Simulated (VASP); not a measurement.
Wanted: the native input for a VASP 6.6.1 run.

```
Task                   : single point
Functional             : LDA
Potentials or basis    : VASP PAW LDA potentials, release 64 (Pb_d, S)
Cutoff                 : 500 eV
k mesh                 : 6 × 6 × 6
Occupations            : fermi-dirac, width 0.05 eV
Spin                   : no spin polarisation
Dipole correction      : no
Further INCAR settings : ALGO = Normal; EDIFF = 1e-06; NBANDS = 17
```

The structure of PbS lies in POSCAR:

```
PbS
1.0
    4.1257321255      0.0000000000      0.0000000000
   -2.0628660577      3.5729888265      0.0000000000
    0.0000000000      0.0000000000      3.8215446405
Pb S
1 1
Direct
    0.0000000000      0.0000000000      0.0000000000
    0.6666666667      0.3333333333      0.5000000000
```

One way to write it, as run:

INCAR

```
SYSTEM = PbS
PREC = Accurate ; ENCUT = 500
EDIFF = 1E-6 ; ISMEAR = -1
SIGMA = 0.05 ; LREAL = .False.
LASPH = .True. ; NELM = 120
ALGO = Normal ; ISIF = 2
LWAVE = .False. ; LCHARG = .False.
GGA = CA ; NBANDS = 17
GGA_COMPAT = .False.
```

KPOINTS

```
Automatic mesh
0
Gamma
  6 6 6
  0 0 0
```

Potentials or basis: VASP PAW LDA potentials, release 64 (Pb_d, S).

Command:

```sh
$ cat potpaw_LDA.64/Pb_d/POTCAR potpaw_LDA.64/S/POTCAR > POTCAR
$ mpirun -np 1 vasp_std > vasp.out
```

Results of the run:

| Item | Value |
| --- | --- |
| Pressure | -5.6 GPa |
| Band gap on the k mesh | zero (bands 10 and 11 overlap by 0.47 eV) |

Caveat: the cell stands under tension; semilocal functionals underestimate gaps, so a narrow gap can read as zero; spin-orbit coupling is left out, which moves the levels of the heavy elements.

Wall time 8.8 s on 1 thread of Intel(R) Xeon(R) 6975P-C (Granite Rapids) (shared host), peak memory 0.16 GiB.
